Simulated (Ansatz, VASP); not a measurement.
## One calculation of Ge, two programs

```
Ge
1.0
     2.89746    1.67285    6.29389
    -2.89746    1.67285    6.29389
     0.00000   -3.34570    6.29389
Ge
7
Direct
  0.25213 0.78728 0.78728
  0.78728 0.78728 0.25213
  0.78728 0.25213 0.78728
  0.74787 0.21272 0.21272
  0.21272 0.21272 0.74787
  0.21272 0.74787 0.21272
  0.50000 0.50000 0.50000
```

Alike in both runs: task relaxation of cell and atoms; functional PBE; k mesh 6 × 6 × 6; occupations gaussian, width 0.1 eV; no spin polarisation.

|  | VASP | Ansatz |
| --- | --- | --- |
| version | VASP 6.6.1 | Ansatz 0.2.0 |
| potentials or method | VASP PAW PBE potentials, release 64 (Ge_d), cutoff 500 eV | scalar-relativistic, plane waves, PAW |
| valence electrons in the cell | 98 | 98 |

|  | VASP | Ansatz | Ansatz less VASP |
| --- | --- | --- | --- |
| gap on the k mesh at the Fermi level, each at its own relaxed structure (eV) | none | none | - |
| relaxed volume (Å³/atom) | 27.02 | 27.07 | +0.054 |
| relaxed length of the cell vector where the two differ most in proportion (Å) | 7.085 | 7.104 | +0.0193 |

A gap of «none» marks a metal or a gap that the smearing closes.
